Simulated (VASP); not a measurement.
# GeI (R-3m) in VASP: single point with PBE

Aim: the single point of GeI with PBE.

Program: VASP 6.6.1. These are calculated values, not measurements. Logs are shortened: lines on timing, memory, paths and dates and some standing lists are left out, and cuts for length are marked.

## (1) The cell of the first run

The structure is trigonal, space group R-3m (No. 166). Conventional cell: a = 3.909 Å, b = 3.909 Å, c = 13.354 Å, α = 90.00°, β = 90.00°, γ = 120.00°. Within 4.2 Å of Ge (site symmetry -3m) lie 6 I at 3.17 Å and 6 Ge at 3.91 Å. Within 4.2 Å of I (site symmetry -3m) lie 6 Ge at 3.17 Å and 6 I at 3.91 Å.

## (2) Single point, PBE

INCAR

```
SYSTEM = GeI
PREC = Accurate ; ENCUT = 520
EDIFF = 1E-6 ; ISMEAR = 0
SIGMA = 0.1 ; LREAL = .FALSE.
LASPH = .TRUE. ; NELM = 80
ALGO = Normal ; ISIF = 2
LWAVE = .FALSE. ; LCHARG = .FALSE.
GGA = PE ; NBANDS = 18
```

KPOINTS

```
regular mesh
0
G
  15 15 15
  0 0 0
```

POSCAR

```
GeI
1.0
    1.9546707062      1.1285296584      4.4514745334
   -1.9546707062      1.1285296584      4.4514745334
    0.0000000000     -2.2570593167      4.4514745334
Ge I
1 1
Direct
    0.5000000000      0.5000000000      0.5000000000
    0.0000000000      0.0000000000      0.0000000000
```

Potentials or basis: VASP PAW PBE potentials, release 64 (Ge_d, I).

Command:

```bash
> cat potpaw_PBE.64/Ge_d/POTCAR potpaw_PBE.64/I/POTCAR > POTCAR
> mpirun -np 1 vasp_std > vasp.out
```

OUTCAR:

```text
SYSTEM = GeI
   PREC = Accurate
   ENCUT = 520
   EDIFF = 1E-6
   ISMEAR = 0
   LREAL = .FALSE.
   LASPH = .TRUE.
   NELM = 80
   ISIF = 2
   GGA = PE

 ion  position               nearest neighbor table
   1  0.500  0.500  0.500-   2 3.17   2 3.17   2 3.17   2 3.17   2 3.17   2 3.17
   2  0.000  0.000  0.000-   1 3.17   1 3.17   1 3.17   1 3.17   1 3.17   1 3.17

  LATTYP: Found a trigonal (rhomboedric) cell.
 ALAT       =     4.9909861031
 COS(alpha) =     0.6932359356

  Lattice vectors:

 A1 = (   1.9546707062,   1.1285296584,   4.4514745334)
 A2 = (  -1.9546707062,   1.1285296584,   4.4514745334)
 A3 = (   0.0000000000,  -2.2570593167,   4.4514745334)

Analysis of symmetry for initial positions (statically):
=====================================================================
 Subroutine PRICEL returns:
 Original cell was already a primitive cell.

 Routine SETGRP: Setting up the symmetry group for a
 trigonal (rhombohedral) supercell.

 Subroutine GETGRP returns: Found 12 space group operations
 (whereof 12 operations were pure point group operations)
 out of a pool of 12 trial point group operations.

The static configuration has the point symmetry D_3d.

Analysis of symmetry for dynamics (positions and initial velocities):
=====================================================================
 Subroutine PRICEL returns:
 Original cell was already a primitive cell.

 Routine SETGRP: Setting up the symmetry group for a
 trigonal (rhombohedral) supercell.

 Subroutine GETGRP returns: Found 12 space group operations
 (whereof 12 operations were pure point group operations)
 out of a pool of 12 trial point group operations.

The dynamic configuration has the point symmetry D_3d.

 Subroutine INISYM returns: Found 12 space group operations
 (whereof 12 operations are pure point group operations),
 and found     1 'primitive' translations

----------------------------------------------------------------------------------------

                                     Primitive cell

  volume of cell :      58.9171

  direct lattice vectors                    reciprocal lattice vectors
     1.954670706  1.128529658  4.451474533     0.255797561  0.147684791  0.074881555
    -1.954670706  1.128529658  4.451474533    -0.255797561  0.147684791  0.074881555
     0.000000000 -2.257059317  4.451474533     0.000000000 -0.295369582  0.074881555

  length of vectors
     4.990986103  4.990986103  4.990986103     0.304713697  0.304713697  0.304713697

  position of ions in fractional coordinates (direct lattice)
     0.500000000  0.500000000  0.500000000
     0.000000000  0.000000000  0.000000000

  ion indices of the primitive-cell ions
   primitive index   ion index
                 1           1
                 2           2

----------------------------------------------------------------------------------------

 KPOINTS: regular mesh

Automatic generation of k-mesh.
 Grid dimensions read from file:
 generate k-points for:   15   15   15

 Generating k-lattice:

  Cartesian coordinates                     Fractional coordinates (reciprocal lattice)
     0.017053171  0.009845653  0.004992104     0.066666667  0.000000000  0.000000000
    -0.017053171  0.009845653  0.004992104     0.000000000  0.066666667  0.000000000
     0.000000000 -0.019691305  0.004992104     0.000000000  0.000000000  0.066666667

  Length of vectors
     0.020314246  0.020314246  0.020314246

  Shift w.r.t. Gamma in fractional coordinates (k-lattice)
     0.000000000  0.000000000  0.000000000

 Subroutine IBZKPT returns following result:
 ===========================================

 Found    344 irreducible k-points:

 Following reciprocal coordinates:
            Coordinates               Weight
  0.000000  0.000000  0.000000      1.000000
  0.066667 -0.000000 -0.000000      6.000000
  0.133333 -0.000000  0.000000      6.000000
  0.200000 -0.000000 -0.000000      6.000000
  0.266667 -0.000000  0.000000      6.000000
  0.333333 -0.000000  0.000000      6.000000
[... 16 lines left out ...]
  0.133333  0.133333  0.000000      6.000000
  0.200000  0.133333  0.000000     12.000000
 [... further k-points ...]
   k-points           NKPTS =    344   k-points in BZ     NKDIM =    344   number of bands    NBANDS=     18
   number of dos      NEDOS =    301   number of ions     NIONS =      2
   total plane-waves  NPLWV =  64000
   dimension x,y,z NGX =    40 NGY =   40 NGZ =   40
   dimension x,y,z NGXF=    80 NGYF=   80 NGZF=   80
   ions per type =               1   1
   NGX,Y,Z   is equivalent  to a cutoff of  13.32, 13.32, 13.32 a.u.
   NGXF,Y,Z  is equivalent  to a cutoff of  26.65, 26.65, 26.65 a.u.
 SYSTEM =  GeI
   PREC   = accura    normal or accurate (medium, high low for compatibility)
   ISTART =      0    job   : 0-new  1-cont  2-samecut
   ICHARG =      2    charge: 1-file 2-atom 10-const
   ISPIN  =      1    spin polarized calculation?
   LNONCOLLINEAR =      F non collinear calculations
   LSORBIT =      F    spin-orbit coupling
   LASPH  =      T    aspherical Exc in radial PAW
   ENCUT  =  520.0 eV  38.22 Ry    6.18 a.u.   9.28  9.28  9.28*2*pi/ulx,y,z
   NELM   =     80;   NELMIN=  2; NELMDL= -5     # of ELM steps
   EDIFF  = 0.1E-05   stopping-criterion for ELM
   LREAL  =      F    real-space projection
   EDIFFG = 0.1E-04   stopping-criterion for IOM
   NSW    =      0    number of steps for IOM
   IBRION =     -1    ionic relax: 0-MD 1-quasi-New 2-CG
   NFREE  =      0    steps in history (QN), initial steepest desc. (CG)
   ISIF   =      2    stress and relaxation
   ISYM   =      2    0-nonsym 1-usesym 2-fastsym
   POTIM  = 0.5000    time-step for ionic-motion
   TEBEG  =    0.0;   TEEND  =   0.0 temperature during run
   PSTRESS=    0.0 pullay stress
   NELECT =      21.0000    total number of electrons
   NUPDOWN=      -1.0000    fix difference up-down
   EMIN   =  10.00;   EMAX   =-10.00  energy-range for DOS
   EFERMI =   0.00;   METHOD = LEGACY
   ISMEAR =     0;   SIGMA  =   0.10  broadening in eV -4-tet -1-fermi 0-gaus
   EFERMI_NEDOS =   21; number of points for ismear=-14 and -15
   IALGO  =     38    algorithm
   IMIX   =      4    mixing-type and parameters
     AMIX     =   0.40;   BMIX     =  1.00
     AMIX_MAG =   1.60;   BMIX_MAG =  1.00
  volume/ion in A,a.u.               =      29.46       198.80
  Fermi-wavevector in a.u.,A,eV,Ry     =   1.160738  2.193476 18.331287  1.347312
  Thomas-Fermi vector in A             =   2.297317
   LORBIT       =      0    0 simple, 1 ext, 2 COOP (PROOUT), +10 PAW based schemes
   GGA     = PE    functional components
   LHFCALC =     F    Hartree Fock is set to
   AEXX    =    0.0000 exact exchange contribution
   IVDW    =     0    specifies the selected vdW correction
   LEPSILON=     F    determine dielectric tensor
   LRPA    =     F    only Hartree local field effects (RPA)
 non-spin polarized calculation
 Gauss-broadening in eV      SIGMA  =   0.10
  energy-cutoff  :      520.00
  volume of cell :       58.92
 maximum number of plane-waves:      1606
 NGX is ok and might be reduce to    40
   NGX = 19   NGY = 19   NGZ = 19

 number of electron      21.0000001 magnetization

 Free energy of the ion-electron system (eV)
  ---------------------------------------------------
  ext. energy  EPLUGINS =         0.00000000
  ---------------------------------------------------
  free energy    TOTEN  =        -5.46308863 eV

  energy without entropy =       -5.45626484  energy(sigma->0) =       -5.45967673

 E-fermi :   5.7962     XC(G=0):  -9.4833

 val. band max:        5.7950291019   @ k =  -0.4000   0.0667   0.0667
 cond. band min:       5.8015241921   @ k =  -0.2667  -0.4667   0.2000
 fundamental gap:      0.0064950902
 Fermi energy:         5.7961770314

 k-point     1 :       0.0000    0.0000    0.0000
  band No.  band energies     occupation
      1     -19.7041      2.00000
      2     -19.6927      2.00000
      3     -19.6927      2.00000
      4     -19.6667      2.00000
      5     -19.6667      2.00000
      6      -8.9321      2.00000
[... 10 lines left out ...]
     17      13.0846      0.00000
     18      13.0860      0.00000

 k-point     2 :       0.0667   -0.0000   -0.0000
  band No.  band energies     occupation
      1     -19.7040      2.00000
      2     -19.6929      2.00000
      3     -19.6928      2.00000
      4     -19.6667      2.00000
      5     -19.6665      2.00000
      6      -8.8964      2.00000
[... 10 lines left out ...]
     17      13.3269      0.00000
     18      13.3770      0.00000

 k-point     3 :       0.1333   -0.0000    0.0000
  band No.  band energies     occupation
      1     -19.7036      2.00000
      2     -19.6932      2.00000
      3     -19.6929      2.00000
      4     -19.6668      2.00000
      5     -19.6657      2.00000
      6      -8.7922      2.00000
[... 10 lines left out ...]
     17      13.9718      0.00000
     18      14.0266      0.00000

 k-point     4 :       0.2000   -0.0000   -0.0000
  band No.  band energies     occupation
      1     -19.7030      2.00000
      2     -19.6938      2.00000
      3     -19.6931      2.00000
      4     -19.6668      2.00000
      5     -19.6647      2.00000
      6      -8.6283      2.00000
[... 375 lines left out ...]
      4     -19.6667      2.00000
      5     -19.6660      2.00000
      6      -8.8314      2.00000
[... 10 lines left out ...]
     17      13.2404      0.00000
     18      14.1395      0.00000

 k-point    23 :       0.1333    0.1333    0.0000
  band No.  band energies     occupation
      1     -19.7035      2.00000
      2     -19.6933      2.00000
      3     -19.6928      2.00000
      4     -19.6668      2.00000
      5     -19.6657      2.00000
      6      -8.7731      2.00000
[... 10 lines left out ...]
     17      13.4286      0.00000
     18      13.4739      0.00000

 k-point    24 :       0.2000    0.1333    0.0000
  band No.  band energies     occupation
      1     -19.7032      2.00000
      2     -19.6937      2.00000
      3     -19.6929      2.00000
      4     -19.6668      2.00000
      5     -19.6651      2.00000
      6      -8.6653      2.00000
[... 10 lines left out ...]
     17      13.5968      0.00000
     18      14.2085      0.00000

 [... further k-points ...]

------------------------ aborting loop because EDIFF is reached ----------------------------------------

  FORCE on cell =-STRESS in cart. coord.  units (eV):
  Direction    XX          YY          ZZ          XY          YZ          ZX
  --------------------------------------------------------------------------------------
  -------------------------------------------------------------------------------------
  Total       -0.0149267     -0.0149267     -0.0049409      0.0000000     -0.0000000      0.0000000
  in kB       -0.4059120     -0.4059120     -0.1343606      0.0000000     -0.0000000      0.0000000
  external PRESSURE =      -0.3153949 kB  Pullay stress =       0.0000000 kB

 VOLUME and BASIS-vectors are now :
 -----------------------------------------------------------------------------
  energy-cutoff  :      520.00
  volume of cell :       58.92
      direct lattice vectors                 reciprocal lattice vectors
     1.954670706  1.128529658  4.451474533     0.255797561  0.147684791  0.074881555
    -1.954670706  1.128529658  4.451474533    -0.255797561  0.147684791  0.074881555
     0.000000000 -2.257059317  4.451474533     0.000000000 -0.295369582  0.074881555

 POSITION                                       TOTAL-FORCE (eV/Angst)
 -----------------------------------------------------------------------------------
      0.00000      0.00000      6.67721         0.000000      0.000000     -0.000000
      0.00000      0.00000      0.00000        -0.000000      0.000000      0.000000
 -----------------------------------------------------------------------------------
    total drift:                               -0.000000      0.000000     -0.000000

  FREE ENERGIE OF THE ION-ELECTRON SYSTEM (eV)
  ---------------------------------------------------
  free  energy   TOTEN  =        -5.4630886285 eV

  energy  without entropy=       -5.4562648356  energy(sigma->0) =       -5.45967673
```

It took 4.9 min on 1 thread of Intel Xeon Platinum 8259CL at 2.50GHz (Skylake/Cascade Lake), shared host; peak memory 0.51 GiB.

What came out:

```yaml
Free_energy: -5.4631 eV
Pressure: 0.0 GPa
Band_gap_on_the_k_mesh: zero (an odd number of electrons rules out a gap without spin polarisation)
```

Caveat: spin-orbit coupling is left out, which moves the levels of the heavy elements; an odd number of electrons without spin polarisation forces a metal; a magnetic or distorted state may lie lower.
